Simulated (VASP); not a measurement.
# PtSe2: single point with PBE+D3(BJ)

PtSe2, a slab with vacuum:

```
Se Pt
1.0
     3.70704    0.00000    0.00000
    -1.85352    3.21039    0.00000
     0.00000    0.00000   22.79816
Se Pt
4 2
Direct
  0.66667 0.33333 0.19738
  0.33333 0.66667 0.31358
  0.33333 0.16667 0.45000
  0.00000 0.50000 0.56619
  0.00000 0.00000 0.25548
  0.66667 0.83333 0.50809
```

This cell differs from its parent crystal: layers slid over each other.

- Program: VASP 6.6.1
- Task: single point
- Functional: PBE
- Dispersion: D3(BJ)
- Potentials or basis: VASP PAW PBE potentials, release 64 (Se, Pt)
- Cutoff: 520 eV
- k mesh: 9 × 9 × 1
- Occupations: gaussian, width 0.05 eV
- Spin: no spin polarisation

```json
{"Largest force": "0.107 eV/Å", "Band gap on the k mesh": "0.73 eV (least direct gap 0.95 eV)", "Dispersion energy per atom": "-0.357 eV"}
```

Forces on the atoms (eV/Å):
```
Se  -0.008 -0.005 -0.021
Se  -0.025 -0.015  0.009
Se   0.025  0.015 -0.009
Se   0.008  0.005  0.021
Pt   0.023  0.013  0.104
Pt  -0.023 -0.013 -0.104
```

Levels at points of the mesh, in eV from the valence-band top:
```tsv
k point	band 18	band 19	band 20	band 21	band 22	band 23	band 24	band 25	band 26	band 27
(0.00, 0.00, 0.00)	-0.54	-0.48	-0.42	-0.37	-0.37	2.39	2.47	2.55	2.64	4.16
```

It took 12 min on 1 thread of Intel Xeon 8259CL, on a shared host, peak memory 0.49 GiB.

Caveat: the cell differs from its parent crystal (layers slid over each other); spin-orbit coupling is left out, which moves the levels of the heavy elements.
